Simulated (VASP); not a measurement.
SnTe (rocksalt type), 2 atoms in the cell. It takes space group Fm-3m (No. 225, cubic). Conventional cell: a = 6.409 Å, b = 6.409 Å, c = 6.409 Å, α = 90.00°, β = 90.00°, γ = 90.00°. Within 4.2 Å of Sn (site symmetry m-3m) lie 6 Te at 3.20 Å. Within 4.2 Å of Te (site symmetry m-3m) lie 6 Sn at 3.20 Å. 

| Property | Result |
| --- | --- |
| Program | VASP 6.6.1 |
| Task | single point |
| Functional | PBE |
| Potentials or basis | VASP PAW PBE potentials, release 64 (Sn_d, Te) |
| Cutoff | 520 eV |
| k mesh | 12 × 12 × 12 |
| Occupations | fermi-dirac, width 0.05 eV |
| Spin | no spin polarisation |
| Dipole correction | no |
| Further INCAR settings | ALGO = Normal; EDIFF = 1e-07; NBANDS = 17 |

Potentials or basis: VASP PAW PBE potentials, release 64 (Sn_d, Te).

Run with:

```bash
$ cat potpaw_PBE.64/Sn_d/POTCAR potpaw_PBE.64/Te/POTCAR > POTCAR
$ mpirun -np 1 vasp_std > vasp.out
```

Hardware: 1 thread of Intel(R) Xeon(R) Platinum 8488C (Sapphire Rapids) (shared host).

Estimate the wall time of this run.

It took 64 s on 1 thread of Intel(R) Xeon(R) Platinum 8488C (Sapphire Rapids) (shared host), peak memory 0.25 GiB. Counts: scf iterations 15, k points 72.
